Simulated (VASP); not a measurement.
A run of VASP 6.6.1 is set up as follows.

The input INCAR:

```
  PREC = Accurate
  ENCUT = 520
  EDIFF = 1E-6
  ISMEAR = 0
  SIGMA = 0.1
  LREAL = F
  LASPH = T
  NELM = 100
  ALGO = Normal
  ISIF = 2
  LWAVE = F
  LCHARG = F
  GGA = PE
  NBANDS = 23
```

Contents of KPOINTS:

```
Automatic mesh
0
Gamma
  10 10 10
```

Contents of POSCAR:

```
AlP5
1.0
    0.0000000000      3.5839448853      3.5839448853
    3.5839448853      0.0000000000      3.5839448853
    3.5839448853      3.5839448853      0.0000000000
Al P
1 5
Direct
    0.0000000000      0.0000000000      0.0000000000
    0.6225017490      0.6225017490      0.6225017490
    0.1324947530      0.6225017490      0.6225017490
    0.6225017490      0.6225017490      0.1324947530
    0.6225017490      0.1324947530      0.6225017490
    0.2500000000      0.2500000000      0.2500000000
```

Potentials or basis: VASP PAW PBE potentials, release 64 (Al, P).

The run is started by

```console
$ cat potpaw_PBE.64/Al/POTCAR potpaw_PBE.64/P/POTCAR > POTCAR
$ mpirun -np 1 vasp_std > vasp.out
```

Task: Predict the pressure.

Result: -0.2 GPa.

Task: What does it give for the largest force?

Result: 0.016 eV/Å.

Forces on the atoms (eV/Å):
```
Al   0.000  0.000  0.000
P   -0.009 -0.009 -0.009
P   -0.009  0.009  0.009
P    0.009  0.009 -0.009
P    0.009 -0.009  0.009
P    0.000  0.000  0.000
```
